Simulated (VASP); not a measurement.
Here is a VASP 6.6.1 calculation.

Contents of INCAR:

```
PREC = Accurate
ENCUT = 600
EDIFF = 1E-8
ISMEAR = -1
SIGMA = 0.05
LREAL = False
LASPH = True
NELM = 80
ALGO = Normal
ISIF = 3
LWAVE = False
LCHARG = False
METAGGA = R2SCAN
LMIXTAU = True
IBRION = 6
NFREE = 2
POTIM = 0.015
NSW = 1
```

KPOINTS

```
Automatic mesh
0
Gamma
  8 8 8
```

Contents of POSCAR:

```
CuO
1.0
    0.0000000000      2.3272527300      2.3272527300
    2.3272527300      0.0000000000      2.3272527300
    2.3272527300      2.3272527300      0.0000000000
Cu O
1 1
Direct
    0.0000000000      0.0000000000      0.0000000000
    0.2500000000      0.2500000000      0.2500000000
```

Potentials or basis: VASP PAW PBE potentials, release 64 (Cu, O).

Launch:

```console
$ cat potpaw_PBE.64/Cu/POTCAR potpaw_PBE.64/O/POTCAR > POTCAR
$ mpirun -np 1 vasp_std > vasp.out
```

Q: What does it give for the elastic constants C11, C12, C44?

A: 122, 89, 46 GPa.

Q: Estimate the Voigt bulk modulus.

A: 100 GPa.

Q: Estimate the highest phonon frequency at Γ, LO-TO splitting left out.

A: 225 cm⁻¹.

Elastic tensor in Voigt notation (GPa, in the Cartesian axes of the cell as first typed):
```
122  89  89   0   0   0
 89 122  89   0   0   0
 89  89 122   0   0   0
  0   0   0  46   0   0
  0   0   0   0  46   0
  0   0   0   0   0  46
```

Caveat: the cell is under stress, which shifts elastic constants; the PAW data sets were made with another functional, which shifts forces and pressure a little.
